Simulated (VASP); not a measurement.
# Ti3Si4Ni (Cmm2) in VASP: single point with PBE

Aim: the single point of Ti3Si4Ni with PBE.

All numbers are computed with VASP 6.6.1; they aren't measurements. Logs are shortened: lines on timing, memory, paths and dates and some standing lists are left out, and cuts for length are marked.

## Step 1: The cell of the first run

It takes space group Cmm2 (No. 35, orthorhombic). Conventional cell: a = 6.469 Å, b = 6.997 Å, c = 5.021 Å, α = 90.00°, β = 90.00°, γ = 90.00°. Ti (site symmetry 2) has 6 Si at 2.50 to 2.56 Å and 4 Ti at 2.85 to 3.23 Å and 2 Ni at 2.85 Å within 3.3 Å. Ti (site symmetry mm2) has 6 Si at 2.50 to 2.56 Å and 4 Ti at 2.85 Å and 2 Ni at 3.23 Å within 3.3 Å. Within 3.3 Å of Si (site symmetry 2) lie 4 Ti at 2.50 to 2.56 Å and 2 Ni at 2.56 Å and 6 Si at 2.86 to 3.23 Å. Within 3.3 Å of Si (site symmetry mm2) lie 6 Ti at 2.50 to 2.56 Å and 6 Si at 2.86 to 3.23 Å. Within 3.3 Å of Si (site symmetry mm2) lie 2 Ni at 2.50 to 2.52 Å and 4 Ti at 2.56 Å and 6 Si at 2.86 to 3.23 Å. Ni (site symmetry mm2) has 6 Si at 2.50 to 2.56 Å and 6 Ti at 2.85 to 3.23 Å within 3.3 Å.

## Step 2: Single point, PBE, collinear spin, ferromagnetic start

The input, INCAR:

```
SYSTEM = Ti3Si4Ni
PREC = Accurate ; ENCUT = 520
EDIFF = 1E-7 ; ISMEAR = 0
SIGMA = 0.1 ; LREAL = .False.
LASPH = .True. ; NELM = 150
ALGO = Normal ; ISIF = 2
LWAVE = .False. ; LCHARG = .False.
ISPIN = 2 ; MAGMOM = 0 0 0 0 0 0 0 2
LORBIT = 11 ; LMAXMIX = 4
GGA = PE ; NBANDS = 45
```

The input, KPOINTS:

```
Automatic mesh
0
Gamma
  4 4 4
  0 0 0
```

The input, POSCAR:

```
Ti3Si4Ni
1.0
    3.2346194200     -3.4984659000      0.0000000000
    3.2346194200      3.4984659000      0.0000000000
    0.0000000000      0.0000000000      5.0206060000
Ti Si Ni
3 4 1
Direct
    0.0000000000      0.5000000000      0.3442200100
    0.5000000000      0.0000000000      0.3442200100
    0.0000000000      0.0000000000      0.6557799900
    0.0000000000      0.5000000000      0.8423000000
    0.5000000000      0.0000000000      0.8423000000
    0.0000000000      0.0000000000      0.1577000000
    0.5000000000      0.5000000000      0.1577000000
    0.5000000000      0.5000000000      0.6557799900
```

Potentials or basis: VASP PAW PBE potentials, release 64 (Ti_sv, Si, Ni).

On the command line:

```console
$ cat potpaw_PBE.64/Ti_sv/POTCAR potpaw_PBE.64/Si/POTCAR potpaw_PBE.64/Ni/POTCAR > POTCAR
$ mpirun -np 1 vasp_std > vasp.out
```

OUTCAR:

```text
SYSTEM = Ti3Si4Ni
   PREC = Accurate
   ENCUT = 520
   EDIFF = 1E-7
   ISMEAR = 0
   LREAL = .False.
   LASPH = .True.
   NELM = 150
   ISIF = 2
   ISPIN = 2
   LORBIT = 11
   GGA = PE

 ion  position               nearest neighbor table
   1  0.000  0.500  0.344-   4 2.50   4 2.52   7 2.56   6 2.56   6 2.56   7 2.56   3 2.85   8 2.85
                             3 2.85   8 2.85
   2  0.500  0.000  0.344-   5 2.50   5 2.52   7 2.56   6 2.56   7 2.56   6 2.56   8 2.85   8 2.85
                             3 2.85   3 2.85
   3  0.000  0.000  0.656-   6 2.50   6 2.52   5 2.56   4 2.56   4 2.56   5 2.56   1 2.85   2 2.85
                             2 2.85   1 2.85
   4  0.000  0.500  0.842-   1 2.50   1 2.52   3 2.56   8 2.56   3 2.56   8 2.56   7 2.86   6 2.86
                             7 2.86   6 2.86
   5  0.500  0.000  0.842-   2 2.50   2 2.52   3 2.56   8 2.56   8 2.56   3 2.56   7 2.86   7 2.86
                             6 2.86   6 2.86
   6  0.000  0.000  0.158-   3 2.50   3 2.52   1 2.56   2 2.56   1 2.56   2 2.56   5 2.86   4 2.86
                             4 2.86   5 2.86
   7  0.500  0.500  0.158-   8 2.50   8 2.52   1 2.56   2 2.56   2 2.56   1 2.56   4 2.86   5 2.86
                             5 2.86   4 2.86
   8  0.500  0.500  0.656-   7 2.50   7 2.52   5 2.56   4 2.56   5 2.56   4 2.56   2 2.85   2 2.85
                             1 2.85   1 2.85

  LATTYP: Found a base centered orthorhombic cell.
 ALAT       =     6.4692388400
 B/A-ratio  =     1.0815695591
 C/A-ratio  =     0.7760736810

  Lattice vectors:

 A1 = (   3.2346194200,  -3.4984659000,   0.0000000000)
 A2 = (   3.2346194200,   3.4984659000,   0.0000000000)
 A3 = (   0.0000000000,   0.0000000000,   5.0206060000)

Analysis of symmetry for initial positions (statically):
=====================================================================
 Subroutine PRICEL returns:
 Original cell was already a primitive cell.

 Routine SETGRP: Setting up the symmetry group for a
 base centered orthorhombic supercell.

 Subroutine GETGRP returns: Found  4 space group operations
 (whereof  4 operations were pure point group operations)
 out of a pool of  8 trial point group operations.

The static configuration has the point symmetry C_2v.

Analysis of symmetry for dynamics (positions and initial velocities):
=====================================================================
 Subroutine PRICEL returns:
 Original cell was already a primitive cell.

 Routine SETGRP: Setting up the symmetry group for a
 base centered orthorhombic supercell.

 Subroutine GETGRP returns: Found  4 space group operations
 (whereof  4 operations were pure point group operations)
 out of a pool of  8 trial point group operations.

The dynamic configuration has the point symmetry C_2v.

Analysis of structural, dynamic, and magnetic symmetry:
=====================================================================
 Subroutine PRICEL returns:
 Original cell was already a primitive cell.

 Routine SETGRP: Setting up the symmetry group for a
 base centered orthorhombic supercell.

 Subroutine GETGRP returns: Found  4 space group operations
 (whereof  4 operations were pure point group operations)
 out of a pool of  8 trial point group operations.

The overall configuration has the point symmetry C_2v.

 Subroutine INISYM returns: Found  4 space group operations
 (whereof  4 operations are pure point group operations),
 and found     1 'primitive' translations

----------------------------------------------------------------------------------------

                                     Primitive cell

  volume of cell :     113.6284

  direct lattice vectors                    reciprocal lattice vectors
     3.234619420 -3.498465900  0.000000000     0.154577691 -0.142919787  0.000000000
     3.234619420  3.498465900  0.000000000     0.154577691  0.142919787  0.000000000
     0.000000000  0.000000000  5.020606000     0.000000000  0.000000000  0.199179143

  length of vectors
     4.764664358  4.764664358  5.020606000     0.210523937  0.210523937  0.199179143

  position of ions in fractional coordinates (direct lattice)
     1.000000000  0.500000000  0.344220010
     0.500000000  1.000000000  0.344220010
     0.000000000  0.000000000  0.655779990
     1.000000000  0.500000000  0.842300000
[... 71 lines left out ...]
   NGX,Y,Z   is equivalent  to a cutoff of  12.56, 12.56, 13.25 a.u.
   NGXF,Y,Z  is equivalent  to a cutoff of  25.12, 25.12, 26.49 a.u.
 SYSTEM =  Ti3Si4Ni
   PREC   = accura    normal or accurate (medium, high low for compatibility)
   ISTART =      0    job   : 0-new  1-cont  2-samecut
   ICHARG =      2    charge: 1-file 2-atom 10-const
   ISPIN  =      2    spin polarized calculation?
   LNONCOLLINEAR =      F non collinear calculations
   LSORBIT =      F    spin-orbit coupling
   LASPH  =      T    aspherical Exc in radial PAW
   ENCUT  =  520.0 eV  38.22 Ry    6.18 a.u.   8.86  8.86  9.34*2*pi/ulx,y,z
   NELM   =    150;   NELMIN=  2; NELMDL= -5     # of ELM steps
   EDIFF  = 0.1E-06   stopping-criterion for ELM
   LREAL  =      F    real-space projection
   EDIFFG = 0.1E-05   stopping-criterion for IOM
   NSW    =      0    number of steps for IOM
   IBRION =     -1    ionic relax: 0-MD 1-quasi-New 2-CG
   NFREE  =      0    steps in history (QN), initial steepest desc. (CG)
   ISIF   =      2    stress and relaxation
   ISYM   =      2    0-nonsym 1-usesym 2-fastsym
   POTIM  = 0.5000    time-step for ionic-motion
   TEBEG  =    0.0;   TEEND  =   0.0 temperature during run
   PSTRESS=    0.0 pullay stress
   NELECT =      62.0000    total number of electrons
   NUPDOWN=      -1.0000    fix difference up-down
   EMIN   =  10.00;   EMAX   =-10.00  energy-range for DOS
   EFERMI =   0.00;   METHOD = LEGACY
   ISMEAR =     0;   SIGMA  =   0.10  broadening in eV -4-tet -1-fermi 0-gaus
   EFERMI_NEDOS =   21; number of points for ismear=-14 and -15
   IALGO  =     38    algorithm
   IMIX   =      4    mixing-type and parameters
     AMIX     =   0.40;   BMIX     =  1.00
     AMIX_MAG =   1.60;   BMIX_MAG =  1.00
  volume/ion in A,a.u.               =      14.20        95.85
  Fermi-wavevector in a.u.,A,eV,Ry     =   1.337754  2.527989 24.348809  1.789587
  Thomas-Fermi vector in A             =   2.466278
   LORBIT       =     11    0 simple, 1 ext, 2 COOP (PROOUT), +10 PAW based schemes
   GGA     = PE    functional components
   LHFCALC =     F    Hartree Fock is set to
   AEXX    =    0.0000 exact exchange contribution
   IVDW    =     0    specifies the selected vdW correction
   LEPSILON=     F    determine dielectric tensor
   LRPA    =     F    only Hartree local field effects (RPA)
 spin polarized calculation
 Gauss-broadening in eV      SIGMA  =   0.10
  energy-cutoff  :      520.00
  volume of cell :      113.63
 maximum number of plane-waves:      3074
   NGX = 17   NGY = 17   NGZ = 19

 number of electron      61.9999983 magnetization       0.0008171

 Free energy of the ion-electron system (eV)
  ---------------------------------------------------
  ext. energy  EPLUGINS =         0.00000000
  ---------------------------------------------------
  free energy    TOTEN  =       -53.08084017 eV

  energy without entropy =      -53.04017928  energy(sigma->0) =      -53.06050973

 E-fermi :   9.4917     XC(G=0): -11.7616

 val. band max:        9.4866139449   @ k =   0.2500   0.0000   0.5000
 cond. band min:       9.5327109755   @ k =   0.5000   0.0000   0.5000
 fundamental gap:      0.0460970306
 Fermi energy:         9.4917268526

 spin component 1

 k-point     1 :       0.0000    0.0000    0.0000
  band No.  band energies     occupation
      1     -46.8826      1.00000
      2     -46.8460      1.00000
      3     -46.7922      1.00000
      4     -23.3201      1.00000
      5     -23.2864      1.00000
      6     -23.2817      1.00000
[... 955 lines left out ...]
     42      14.4588      0.00000
     43      14.7252      0.00000
 Fermi energy:         9.4917268526

 spin component 2

 k-point     1 :       0.0000    0.0000    0.0000
  band No.  band energies     occupation
      1     -46.8824      1.00000
      2     -46.8458      1.00000
      3     -46.7921      1.00000
      4     -23.3200      1.00000
      5     -23.2863      1.00000
      6     -23.2815      1.00000
[... 955 lines left out ...]
     42      14.4588      0.00000
     43      14.7253      0.00000
 [bands above 43 left out]

------------------------ aborting loop because EDIFF is reached ----------------------------------------

  FORCE on cell =-STRESS in cart. coord.  units (eV):
  Direction    XX          YY          ZZ          XY          YZ          ZX
  --------------------------------------------------------------------------------------
  -------------------------------------------------------------------------------------
  Total        3.8826730      2.2806031      7.2637994      0.0000000      0.0000000      0.0000000
  in kB       54.7462569     32.1568365    102.4206323      0.0000000      0.0000000      0.0000000
  external PRESSURE =      63.1079086 kB  Pullay stress =       0.0000000 kB

 VOLUME and BASIS-vectors are now :
 -----------------------------------------------------------------------------
  energy-cutoff  :      520.00
  volume of cell :      113.63
      direct lattice vectors                 reciprocal lattice vectors
     3.234619420 -3.498465900  0.000000000     0.154577691 -0.142919787  0.000000000
     3.234619420  3.498465900  0.000000000     0.154577691  0.142919787  0.000000000
     0.000000000  0.000000000  5.020606000     0.000000000  0.000000000  0.199179143

 POSITION                                       TOTAL-FORCE (eV/Angst)
 -----------------------------------------------------------------------------------
      1.61731      1.74923      1.72819         0.000000      0.000000      0.656486
      1.61731     -1.74923      1.72819         0.000000     -0.000000      0.656486
      0.00000      0.00000      3.29241        -0.000000     -0.000000     -1.294909
      1.61731      1.74923      4.22886         0.000000     -0.000000      0.620793
      1.61731     -1.74923      4.22886         0.000000     -0.000000      0.620793
      0.00000      0.00000      0.79175        -0.000000     -0.000000     -0.738384
      3.23462      0.00000      0.79175        -0.000000     -0.000000     -0.664958
      3.23462      0.00000      3.29241         0.000000     -0.000000      0.143694
 -----------------------------------------------------------------------------------
    total drift:                                0.000000     -0.000000      0.000042

  FREE ENERGIE OF THE ION-ELECTRON SYSTEM (eV)
  ---------------------------------------------------
  free  energy   TOTEN  =       -53.0808401734 eV

  energy  without entropy=      -53.0401792840  energy(sigma->0) =      -53.06050973

 total charge

# of ion       s       p       d       tot
------------------------------------------
    1        2.202   6.179   2.016  10.397
    2        2.202   6.179   2.016  10.397
    3        2.224   6.170   2.049  10.443
    4        0.791   0.862   0.000   1.652
    5        0.791   0.862   0.000   1.652
    6        0.784   0.914   0.000   1.698
    7        0.774   0.890   0.000   1.664
    8        0.432   0.454   8.365   9.251
--------------------------------------------------
tot         10.199  22.510  14.445  47.155

 magnetization (x)

# of ion       s       p       d       tot
------------------------------------------
    1        0.000   0.000   0.000   0.000
    2        0.000   0.000   0.000   0.000
    3        0.000   0.000   0.000   0.000
    4       -0.000   0.000   0.000   0.000
    5       -0.000   0.000   0.000   0.000
    6       -0.000  -0.000   0.000  -0.000
    7       -0.000   0.000   0.000   0.000
    8       -0.000  -0.000   0.000   0.000
--------------------------------------------------
tot          0.000   0.000   0.001   0.001
```

Run time: 2.4 min. Hardware: 1 thread of Intel Xeon 6975P-C (Granite Rapids), shared host; peak memory 0.35 GiB.

What came out:

| Item | Value |
| --- | --- |
| Free energy | -53.0808 eV |
| Pressure | 6.3 GPa |
| Largest force | 1.295 eV/Å |
| Band gap on the k mesh | zero (filled and empty bands overlap) |
| Net moment | 0.00 μB per cell |
| Valence electrons inside the program's atomic spheres | Ti 10.40, 10.44 (each value once); Si 1.65, 1.70, 1.66 (each value once); Ni 9.25 |

Forces in eV/Å, atoms in the order of the input:
```
Ti   0.000  0.000  0.656
Ti   0.000  0.000  0.656
Ti   0.000  0.000 -1.295
Si   0.000  0.000  0.621
Si   0.000  0.000  0.621
Si   0.000  0.000 -0.738
Si   0.000  0.000 -0.665
Ni   0.000  0.000  0.144
```

Caveat: the cell stands under pressure; forces of over 1 eV/Å act on the atoms, so gaps and moduli don't describe the material at rest.
